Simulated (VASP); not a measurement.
# ZrC (Fm-3m) in VASP: a series of runs

Runs on ZrC. Level: PBEsol. Tasks: single point.

All numbers are computed with VASP 6.6.1; they aren't measurements. Logs are shortened: lines on timing, memory, paths and dates and some standing lists are left out, and cuts for length are marked.

## Step 1: The cell of the first run

Symmetry: Fm-3m, No. 225, cubic system. The conventional cell has a = 4.792 Å, b = 4.792 Å, c = 4.792 Å, α = 90.00°, β = 90.00°, γ = 90.00°. Zr (site symmetry m-3m) has 6 C at 2.40 Å within 3.2 Å. Within 3.2 Å of C (site symmetry m-3m) lie 6 Zr at 2.40 Å.

## Step 2: Single point, PBEsol

File INCAR:

```
ALGO = Normal
EDIFF = 1E-6
ENCUT = 600
GGA = PS
GGA_COMPAT = False
ISIF = 2
ISMEAR = -1
LASPH = True
LCHARG = True
LELF = True
LREAL = False
LVHAR = True
LWAVE = False
NBANDS = 15
NELM = 120
PREC = Accurate
SIGMA = 0.1
```

File KPOINTS:

```
k-points
0
Gamma
  8 8 8
```

File POSCAR:

```
ZrC
1.0
    0.0000000000      2.3961219900      2.3961219900
    2.3961219900      0.0000000000      2.3961219900
    2.3961219900      2.3961219900      0.0000000000
Zr C
1 1
Direct
    0.5000000000      0.5000000000      0.5000000000
    0.0000000000      0.0000000000      0.0000000000
```

Potentials or basis: VASP PAW PBE potentials, release 64 (Zr_sv, C).

Launch:

```bash
$ cat potpaw_PBE.64/Zr_sv/POTCAR potpaw_PBE.64/C/POTCAR > POTCAR
$ mpirun -np 1 vasp_std > vasp.out
```

OUTCAR:

```text
EDIFF = 1E-6
   ENCUT = 600
   GGA = PS
   ISIF = 2
   ISMEAR = -1
   LASPH = True
   LREAL = False
   NELM = 120
   PREC = Accurate

 ion  position               nearest neighbor table
   1  0.500  0.500  0.500-   2 2.40   2 2.40   2 2.40   2 2.40   2 2.40   2 2.40
   2  0.000  0.000  0.000-   1 2.40   1 2.40   1 2.40   1 2.40   1 2.40   1 2.40

  LATTYP: Found a face centered cubic cell.
 ALAT       =     4.7922439800

  Lattice vectors:

 A1 = (   0.0000000000,   2.3961219900,   2.3961219900)
 A2 = (   2.3961219900,   0.0000000000,   2.3961219900)
 A3 = (   2.3961219900,   2.3961219900,   0.0000000000)

Analysis of symmetry for initial positions (statically):
=====================================================================
 Subroutine PRICEL returns:
 Original cell was already a primitive cell.

 Routine SETGRP: Setting up the symmetry group for a
 face centered cubic supercell.

 Subroutine GETGRP returns: Found 48 space group operations
 (whereof 48 operations were pure point group operations)
 out of a pool of 48 trial point group operations.

The static configuration has the point symmetry O_h .

Analysis of symmetry for dynamics (positions and initial velocities):
=====================================================================
 Subroutine PRICEL returns:
 Original cell was already a primitive cell.

 Routine SETGRP: Setting up the symmetry group for a
 face centered cubic supercell.

 Subroutine GETGRP returns: Found 48 space group operations
 (whereof 48 operations were pure point group operations)
 out of a pool of 48 trial point group operations.

The dynamic configuration has the point symmetry O_h .

 Subroutine INISYM returns: Found 48 space group operations
 (whereof 48 operations are pure point group operations),
 and found     1 'primitive' translations

----------------------------------------------------------------------------------------

                                     Primitive cell

  volume of cell :      27.5142

  direct lattice vectors                    reciprocal lattice vectors
     0.000000000  2.396121990  2.396121990    -0.208670511  0.208670511  0.208670511
     2.396121990  0.000000000  2.396121990     0.208670511 -0.208670511  0.208670511
     2.396121990  2.396121990  0.000000000     0.208670511  0.208670511 -0.208670511

  length of vectors
[... 84 lines left out ...]
   EDIFFG = 0.1E-04   stopping-criterion for IOM
   NSW    =      0    number of steps for IOM
   IBRION =     -1    ionic relax: 0-MD 1-quasi-New 2-CG
   NFREE  =      0    steps in history (QN), initial steepest desc. (CG)
   ISIF   =      2    stress and relaxation
   ISYM   =      2    0-nonsym 1-usesym 2-fastsym
   POTIM  = 0.5000    time-step for ionic-motion
   TEBEG  =    0.0;   TEEND  =   0.0 temperature during run
   PSTRESS=    0.0 pullay stress
   NELECT =      16.0000    total number of electrons
   NUPDOWN=      -1.0000    fix difference up-down
   EMIN   =  10.00;   EMAX   =-10.00  energy-range for DOS
   EFERMI =   0.00;   METHOD = LEGACY
   ISMEAR =    -1;   SIGMA  =   0.10  broadening in eV -4-tet -1-fermi 0-gaus
   EFERMI_NEDOS =   21; number of points for ismear=-14 and -15
   IALGO  =     38    algorithm
   IMIX   =      4    mixing-type and parameters
     AMIX     =   0.40;   BMIX     =  1.00
     AMIX_MAG =   1.60;   BMIX_MAG =  1.00
  volume/ion in A,a.u.               =      13.76        92.84
  Fermi-wavevector in a.u.,A,eV,Ry     =   1.366457  2.582229 25.404855  1.867204
  Thomas-Fermi vector in A             =   2.492596
   LORBIT       =      0    0 simple, 1 ext, 2 COOP (PROOUT), +10 PAW based schemes
   GGA     = PS    functional components
   LHFCALC =     F    Hartree Fock is set to
   AEXX    =    0.0000 exact exchange contribution
   IVDW    =     0    specifies the selected vdW correction
   LEPSILON=     F    determine dielectric tensor
   LRPA    =     F    only Hartree local field effects (RPA)
 non-spin polarized calculation
  energy-cutoff  :      600.00
  volume of cell :       27.51
 maximum number of plane-waves:       941
   NGX = 13   NGY = 13   NGZ = 13

 number of electron      16.0000000 magnetization

 Free energy of the ion-electron system (eV)
  ---------------------------------------------------
  ext. energy  EPLUGINS =         0.00000000
  ---------------------------------------------------
  free energy    TOTEN  =       -20.47319980 eV

  energy without entropy =      -20.46231248  energy(sigma->0) =      -20.46775614

 E-fermi :   8.8101     XC(G=0): -11.9964

 val. band max:        8.7984066424   @ k =   0.1250   0.1250   0.0000
 cond. band min:       8.8554334684   @ k =   0.5000   0.5000   0.0000
 fundamental gap:      0.0570268260
 Fermi energy:         8.8100707954

 k-point     1 :       0.0000    0.0000    0.0000
  band No.  band energies     occupation
      1     -39.3625      2.00000
      2     -17.1364      2.00000
      3     -17.1364      2.00000
      4     -17.1364      2.00000
      5      -2.2332      2.00000
      6       9.7765      0.00013
      7       9.7765      0.00013
      8       9.7765      0.00013
      9       9.8730      0.00005
     10       9.8730      0.00005
     11       9.8730      0.00005
     12      11.4782      0.00000
     13      11.4782      0.00000
     14      15.4824      0.00000
[... 401 lines left out ...]
      2     -17.7295      2.00000
      3     -17.3841      2.00000
      4     -17.2642      2.00000
      5       0.0629      2.00000
      6       4.7087      2.00000
      7       6.3889      2.00000
      8       6.5664      2.00000
      9      12.0255      0.00000
     10      12.4122      0.00000
     11      13.7489      0.00000
     12      16.3102      0.00000
     13      17.0544      0.00000
     14      18.5851      0.00000
     15      21.7267      0.00000

 [... further k-points ...]
[... 5 lines left out ...]
  --------------------------------------------------------------------------------------
  -------------------------------------------------------------------------------------
  Total       -2.6627114     -2.6627114     -2.6627114      0.0000000      0.0000000     -0.0000000
  in kB     -155.0521904   -155.0521904   -155.0521904      0.0000000      0.0000000     -0.0000000
  external PRESSURE =    -155.0521904 kB  Pullay stress =       0.0000000 kB

 VOLUME and BASIS-vectors are now :
 -----------------------------------------------------------------------------
  energy-cutoff  :      600.00
  volume of cell :       27.51
      direct lattice vectors                 reciprocal lattice vectors
     0.000000000  2.396121990  2.396121990    -0.208670511  0.208670511  0.208670511
     2.396121990  0.000000000  2.396121990     0.208670511 -0.208670511  0.208670511
     2.396121990  2.396121990  0.000000000     0.208670511  0.208670511 -0.208670511

 POSITION                                       TOTAL-FORCE (eV/Angst)
 -----------------------------------------------------------------------------------
      2.39612      2.39612      2.39612        -0.000000      0.000000     -0.000000
      0.00000      0.00000      0.00000         0.000000     -0.000000      0.000000
 -----------------------------------------------------------------------------------
    total drift:                                0.000000      0.000000      0.000000

  FREE ENERGIE OF THE ION-ELECTRON SYSTEM (eV)
  ---------------------------------------------------
  free  energy   TOTEN  =       -20.4731998049 eV

  energy  without entropy=      -20.4623124802  energy(sigma->0) =      -20.46775614
```

OSZICAR:

```text
N       E                     dE             d eps       ncg     rms          rms(c)
DAV:   1     0.111000757892E+03    0.11100E+03   -0.93135E+03   870   0.120E+03
DAV:   2    -0.172905545320E+02   -0.12829E+03   -0.11990E+03  1094   0.301E+02
DAV:   3    -0.235772763805E+02   -0.62867E+01   -0.62401E+01  1406   0.577E+01
DAV:   4    -0.237777996887E+02   -0.20052E+00   -0.20032E+00  1066   0.670E+00
DAV:   5    -0.237797924729E+02   -0.19928E-02   -0.19927E-02  1152   0.670E-01    0.186E+01
DAV:   6    -0.206510788394E+02    0.31287E+01   -0.59177E+00  1019   0.217E+01    0.666E+00
DAV:   7    -0.205056891530E+02    0.14539E+00   -0.58911E-01   997   0.577E+00    0.558E+00
DAV:   8    -0.205071789319E+02   -0.14898E-02   -0.36898E-01  1045   0.450E+00    0.409E+00
DAV:   9    -0.204738006511E+02    0.33378E-01   -0.61202E-02   940   0.174E+00    0.647E-01
DAV:  10    -0.204732184794E+02    0.58217E-03   -0.41521E-03  1115   0.555E-01    0.719E-02
DAV:  11    -0.204732055714E+02    0.12908E-04   -0.11487E-04   975   0.944E-02    0.478E-02
DAV:  12    -0.204732002444E+02    0.53270E-05   -0.72572E-06  1111   0.194E-02    0.912E-03
DAV:  13    -0.204731998049E+02    0.43950E-06   -0.87368E-07   735   0.662E-03
   1 F= -.20473200E+02 E0= -.20467756E+02  d E =-.108873E-01
```

stdout:

```text
POSCAR found type information on POSCAR ZrC
 POSCAR found :  2 types and       2 ions
 scaLAPACK will be used
 -----------------------------------------------------------------------------
|                                                                             |
|                                                                             |
|     You enforced a specific xc type in the INCAR file but a different       |
|     I HOPE YOU KNOW WHAT YOU ARE DOING!                                     |
|                                                                             |
 -----------------------------------------------------------------------------

 LDA part: xc-table for (Slater+PW92), standard interpolation
 POSCAR, INCAR and KPOINTS ok, starting setup
 FFT: planning ... GRIDC
 FFT: planning ... GRID_SOFT
 FFT: planning ... GRID
 WAVECAR not read
 entering main loop
```

It took 8.2 s on 1 thread of AMD EPYC 9R45 (Zen 5), shared host; peak memory 0.13 GiB.

Results:

```yaml
Free_energy: -20.4732 eV
Pressure: -15.5 GPa
Band_gap_on_the_k_mesh: zero (band 8 reaches 9.78 eV, above the bottom of band 9 at 8.48 eV)
```

Levels at points of the mesh, in eV from the Fermi level:
| k point | band 6 | band 7 | band 8 | band 9 | band 10 | band 11 |
| --- | --- | --- | --- | --- | --- | --- |
| (0.00, 0.00, 0.00) | 0.97 | 0.97 | 0.97 | 1.06 | 1.06 | 1.06 |
| (0.50, 0.00, 0.00) | -5.08 | -2.72 | -2.72 | 4.22 | 4.22 | 5.01 |
| (0.50, 0.50, 0.00) | -2.11 | -1.61 | 0.05 | 0.05 | 4.19 | 5.30 |

Caveat: the PAW data sets were made with another functional, which shifts forces and pressure a little.

## Step 3: Single point, PBEsol

This run uses another cell than the first one, of 14.15 Å³/atom, 1.029 times its volume.

File INCAR:

```
ALGO = Normal
EDIFF = 1E-6
ENCUT = 600
GGA = PS
GGA_COMPAT = F
ISIF = 2
ISMEAR = -1
LASPH = T
LCHARG = T
LELF = T
LREAL = F
LVHAR = T
LWAVE = F
NBANDS = 15
NELM = 120
PREC = Accurate
SIGMA = 0.1
```

KPOINTS is that of step 2.

File POSCAR:

```
ZrC
1.0
    0.0000000000      2.4189435730      2.4189435730
    2.4189435730      0.0000000000      2.4189435730
    2.4189435730      2.4189435730      0.0000000000
Zr C
1 1
Direct
    0.5000000000      0.5000000000      0.5000000000
    0.0000000000      0.0000000000      0.0000000000
```

Potentials or basis: VASP PAW PBE potentials, release 64 (Zr_sv, C).

Launch:

```bash
$ cat potpaw_PBE.64/Zr_sv/POTCAR potpaw_PBE.64/C/POTCAR > POTCAR
$ mpirun -np 1 vasp_std > vasp.out
```

It took 8.2 s on 1 thread of AMD EPYC 9R45 (Zen 5), shared host; peak memory 0.13 GiB.

Results (log left out):

```
Free energy            : -20.3855 eV
Pressure               : -20.0 GPa
Band gap on the k mesh : zero (band 8 reaches 9.46 eV, above the bottom of band 9 at 8.17 eV)
```

Levels at points of the mesh, in eV from the Fermi level:
```
           k point  band 5  band 6  band 7  band 8  band 9  band 10  band 11  band 12
(0.00, 0.00, 0.00)  -10.94    0.96    0.96    0.96    1.05     1.05     1.05     2.59
(0.50, 0.00, 0.00)   -8.22   -4.97   -2.64   -2.64    4.08     4.08     4.84     6.12
(0.50, 0.50, 0.00)   -9.72   -2.13   -1.53    0.02    0.02     4.05     5.10     5.10
```

Caveat: the PAW data sets were made with another functional, which shifts forces and pressure a little.
